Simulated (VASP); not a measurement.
# Pd (R-3m) in VASP: single point with PBEsol

Aim: the single point of Pd with PBEsol.

All numbers are computed with VASP 6.6.1; they aren't measurements. Logs are shortened: lines on timing, memory, paths and dates and some standing lists are left out, and cuts for length are marked.

## Step 1: The cell of the first run

Symmetry: R-3m, No. 166, trigonal system. The conventional cell has a = 6.387 Å, b = 6.387 Å, c = 19.157 Å, α = 90.00°, β = 90.00°, γ = 120.00°. Pd (site symmetry m) has 6 Pd at 2.48 to 2.71 Å within 3.3 Å. Pd (site symmetry m) has 7 Pd at 2.56 to 2.71 Å within 3.4 Å.

## Step 2: Single point, PBEsol

File INCAR:

```
SYSTEM = Pd
PREC = Accurate
ENCUT = 520
EDIFF = 1E-7
ISMEAR = 0
SIGMA = 0.1
LREAL = .False.
LASPH = .True.
NELM = 100
ALGO = Fast
ISIF = 2
LWAVE = .False.
LCHARG = .False.
GGA = PS
NBANDS = 72
```

File KPOINTS:

```
Automatic mesh
0
Gamma
  9 9 9
  0 0 0
```

File POSCAR:

```
Pd
1.0
    3.1933287936      1.8436692386      6.3857158746
   -3.1933287936      1.8436692386      6.3857158746
    0.0000000000     -3.6873384772      6.3857158747
Pd
12
Direct
    0.0940220565      0.4978992771      0.0940220565
    0.0940220565      0.0940220565      0.4978992771
    0.4978992771      0.0940220565      0.0940220565
    0.9059779435      0.5021007229      0.9059779435
    0.5021007229      0.9059779435      0.9059779435
    0.9059779435      0.9059779435      0.5021007229
    0.2352527090      0.6394295785      0.2352527090
    0.2352527090      0.2352527090      0.6394295785
    0.6394295785      0.2352527090      0.2352527090
    0.7647472910      0.3605704215      0.7647472910
    0.3605704215      0.7647472910      0.7647472910
    0.7647472910      0.7647472910      0.3605704215
```

Potentials or basis: VASP PAW PBE potentials, release 64 (Pd).

Command:

```bash
$ cat potpaw_PBE.64/Pd/POTCAR > POTCAR
$ mpirun -np 1 vasp_std > vasp.out
```

OUTCAR:

```text
SYSTEM = Pd
   PREC = Accurate
   ENCUT = 520
   EDIFF = 1E-7
   ISMEAR = 0
   LREAL = .False.
   LASPH = .True.
   NELM = 100
   ISIF = 2
   GGA = PS

 ion  position               nearest neighbor table
   1  0.094  0.498  0.094-   4 2.48  11 2.56  12 2.56   3 2.58   2 2.58   7 2.71
   2  0.094  0.094  0.498-   6 2.48  10 2.56  11 2.56   3 2.58   1 2.58   8 2.71
   3  0.498  0.094  0.094-   5 2.48  10 2.56  12 2.56   1 2.58   2 2.58   9 2.71
   4  0.906  0.502  0.906-   1 2.48   9 2.56   8 2.56   5 2.58   6 2.58  10 2.71
   5  0.502  0.906  0.906-   3 2.48   7 2.56   8 2.56   4 2.58   6 2.58  11 2.71
   6  0.906  0.906  0.502-   2 2.48   7 2.56   9 2.56   4 2.58   5 2.58  12 2.71
   7  0.235  0.639  0.235-   5 2.56   6 2.56   9 2.58   8 2.58  12 2.61  11 2.61   1 2.71
   8  0.235  0.235  0.639-   4 2.56   5 2.56   7 2.58   9 2.58  10 2.61  11 2.61   2 2.71
   9  0.639  0.235  0.235-   4 2.56   6 2.56   7 2.58   8 2.58  12 2.61  10 2.61   3 2.71
  10  0.765  0.361  0.765-   3 2.56   2 2.56  11 2.58  12 2.58   8 2.61   9 2.61   4 2.71
  11  0.361  0.765  0.765-   1 2.56   2 2.56  10 2.58  12 2.58   8 2.61   7 2.61   5 2.71
  12  0.765  0.765  0.361-   1 2.56   3 2.56  10 2.58  11 2.58   7 2.61   9 2.61   6 2.71

  LATTYP: Found a trigonal (rhomboedric) cell.
 ALAT       =     7.3738614224
 COS(alpha) =     0.6249170472

  Lattice vectors:

 A1 = (   3.1933287936,   1.8436692386,   6.3857158746)
 A2 = (  -3.1933287936,   1.8436692386,   6.3857158746)
 A3 = (   0.0000000000,  -3.6873384772,   6.3857158747)

Analysis of symmetry for initial positions (statically):
=====================================================================
 Subroutine PRICEL returns:
 Original cell was already a primitive cell.

 Routine SETGRP: Setting up the symmetry group for a
 trigonal (rhombohedral) supercell.

 Subroutine GETGRP returns: Found 12 space group operations
 (whereof 12 operations were pure point group operations)
 out of a pool of 12 trial point group operations.

The static configuration has the point symmetry D_3d.

Analysis of symmetry for dynamics (positions and initial velocities):
=====================================================================
 Subroutine PRICEL returns:
 Original cell was already a primitive cell.

 Routine SETGRP: Setting up the symmetry group for a
 trigonal (rhombohedral) supercell.

 Subroutine GETGRP returns: Found 12 space group operations
 (whereof 12 operations were pure point group operations)
 out of a pool of 12 trial point group operations.

The dynamic configuration has the point symmetry D_3d.
[... 133 lines left out ...]
   EFERMI =   0.00;   METHOD = LEGACY
   ISMEAR =     0;   SIGMA  =   0.10  broadening in eV -4-tet -1-fermi 0-gaus
   EFERMI_NEDOS =   21; number of points for ismear=-14 and -15
   IALGO  =     68    algorithm
   IMIX   =      4    mixing-type and parameters
     AMIX     =   0.40;   BMIX     =  1.00
     AMIX_MAG =   1.60;   BMIX_MAG =  1.00
  volume/ion in A,a.u.               =      18.80       126.85
  Fermi-wavevector in a.u.,A,eV,Ry     =   1.326496  2.506715 23.940713  1.759593
  Thomas-Fermi vector in A             =   2.455879
   LORBIT       =      0    0 simple, 1 ext, 2 COOP (PROOUT), +10 PAW based schemes
   GGA     = PS    functional components
   LHFCALC =     F    Hartree Fock is set to
   AEXX    =    0.0000 exact exchange contribution
   IVDW    =     0    specifies the selected vdW correction
   LEPSILON=     F    determine dielectric tensor
   LRPA    =     F    only Hartree local field effects (RPA)
 non-spin polarized calculation
 RMM-DIIS sequential band-by-band and
 Gauss-broadening in eV      SIGMA  =   0.10
  energy-cutoff  :      520.00
  volume of cell :      225.57
 maximum number of plane-waves:      6108
   NGX = 27   NGY = 27   NGZ = 27

 number of electron     120.0000013 magnetization

 Free energy of the ion-electron system (eV)
  ---------------------------------------------------
  ext. energy  EPLUGINS =         0.00000000
  ---------------------------------------------------
  free energy    TOTEN  =       -63.19932692 eV

  energy without entropy =      -63.09644956  energy(sigma->0) =      -63.14788824

 E-fermi :   6.4973     XC(G=0): -11.6262

 val. band max:        6.4962964457   @ k =  -0.2222   0.4444   0.2222
 cond. band min:       6.4998644497   @ k =  -0.3333  -0.4444   0.2222
 fundamental gap:      0.0035680039
 Fermi energy:         6.4973265432

 k-point     1 :       0.0000    0.0000    0.0000
  band No.  band energies     occupation
      1       0.3160      2.00000
      2       1.5024      2.00000
      3       1.7903      2.00000
      4       1.9078      2.00000
      5       1.9078      2.00000
      6       2.0439      2.00000
[... 1789 lines left out ...]
     71      11.1722      0.00000
     72      11.5019      0.00000

 [... further k-points ...]

------------------------ aborting loop because EDIFF is reached ----------------------------------------

  FORCE on cell =-STRESS in cart. coord.  units (eV):
  Direction    XX          YY          ZZ          XY          YZ          ZX
  --------------------------------------------------------------------------------------
  -------------------------------------------------------------------------------------
  Total       -0.5446945     -0.5446945     -0.5441273      0.0000000      0.0000000      0.0000000
  in kB       -3.8687980     -3.8687980     -3.8647697      0.0000000      0.0000000      0.0000000
  external PRESSURE =      -3.8674552 kB  Pullay stress =       0.0000000 kB

 VOLUME and BASIS-vectors are now :
 -----------------------------------------------------------------------------
  energy-cutoff  :      520.00
  volume of cell :      225.57
      direct lattice vectors                 reciprocal lattice vectors
     3.193328794  1.843669239  6.385715875     0.156576423  0.090399440  0.052199838
    -3.193328794  1.843669239  6.385715875    -0.156576423  0.090399440  0.052199838
     0.000000000 -3.687338477  6.385715875     0.000000000 -0.180798880  0.052199838

 POSITION                                       TOTAL-FORCE (eV/Angst)
 -----------------------------------------------------------------------------------
     -1.28971      0.74462      4.38024         0.003908     -0.002256     -0.004306
      0.00000     -1.48923      4.38024         0.000000      0.004513     -0.004306
      1.28971      0.74462      4.38024        -0.003908     -0.002256     -0.004306
      1.28971     -0.74462     14.77691        -0.003908      0.002256      0.004306
     -1.28971     -0.74462     14.77691         0.003908      0.002256      0.004306
      0.00000      1.48923     14.77691         0.000000     -0.004513      0.004306
     -1.29067      0.74517      7.08773        -0.000331      0.000191     -0.003608
      0.00000     -1.49034      7.08773         0.000000     -0.000382     -0.003608
      1.29067      0.74517      7.08773         0.000331      0.000191     -0.003608
      1.29067     -0.74517     12.06942         0.000331     -0.000191      0.003608
     -1.29067     -0.74517     12.06942        -0.000331     -0.000191      0.003608
      0.00000      1.49034     12.06942         0.000000      0.000382      0.003608
 -----------------------------------------------------------------------------------
    total drift:                               -0.000000      0.000000     -0.000000

  FREE ENERGIE OF THE ION-ELECTRON SYSTEM (eV)
  ---------------------------------------------------
  free  energy   TOTEN  =       -63.1993269226 eV

  energy  without entropy=      -63.0964495590  energy(sigma->0) =      -63.14788824
```

OSZICAR:

```text
N       E                     dE             d eps       ncg     rms          rms(c)
DAV:   1     0.812126781413E+03    0.81213E+03   -0.60312E+04 12240   0.160E+03
DAV:   2    -0.311021903560E+02   -0.84323E+03   -0.80285E+03 12920   0.358E+02
DAV:   3    -0.656833100023E+02   -0.34581E+02   -0.32109E+02 14728   0.684E+01
[... 10 lines left out ...]
RMM:  14    -0.631993229731E+02   -0.10776E-04   -0.13897E-04 13958   0.359E-02    0.105E-02
RMM:  15    -0.631993253304E+02   -0.23573E-05   -0.30345E-05 13184   0.195E-02    0.354E-03
RMM:  16    -0.631993266089E+02   -0.12784E-05   -0.11918E-05 15369   0.953E-03    0.287E-03
RMM:  17    -0.631993267979E+02   -0.18901E-06   -0.16738E-06 11747   0.327E-03    0.349E-03
RMM:  18    -0.631993269444E+02   -0.14647E-06   -0.23944E-07  7655   0.171E-03    0.325E-03
RMM:  19    -0.631993269226E+02    0.21782E-07   -0.47469E-08  6942   0.673E-04
   1 F= -.63199327E+02 E0= -.63147888E+02  d E =-.102877E+00
```

It took 62 min on 1 thread of Oxide Virtual Turin-like, shared host; peak memory 0.99 GiB.

Results:

- Free energy: -63.1993 eV
- Pressure: -0.4 GPa
- Largest force: 0.006 eV/Å
- Band gap on the k mesh: zero (bands 60 and 61 overlap by 0.36 eV)

Forces in eV/Å, atoms in the order of the input:
```
Pd   0.004 -0.002 -0.004
Pd   0.000  0.005 -0.004
Pd  -0.004 -0.002 -0.004
Pd  -0.004  0.002  0.004
Pd   0.004  0.002  0.004
Pd   0.000 -0.005  0.004
Pd   0.000  0.000 -0.004
Pd   0.000  0.000 -0.004
Pd   0.000  0.000 -0.004
Pd   0.000  0.000  0.004
Pd   0.000  0.000  0.004
Pd   0.000  0.000  0.004
```

Levels at points of the mesh, in eV from the Fermi level:
| k point | band 57 | band 58 | band 59 | band 60 | band 61 | band 62 | band 63 | band 64 |
| --- | --- | --- | --- | --- | --- | --- | --- | --- |
| (0.00, 0.00, 0.00) | -0.20 | -0.13 | -0.13 | 0.20 | 0.52 | 0.61 | 1.08 | 1.79 |

Caveat: the PAW data sets were made with another functional, which shifts forces and pressure a little.
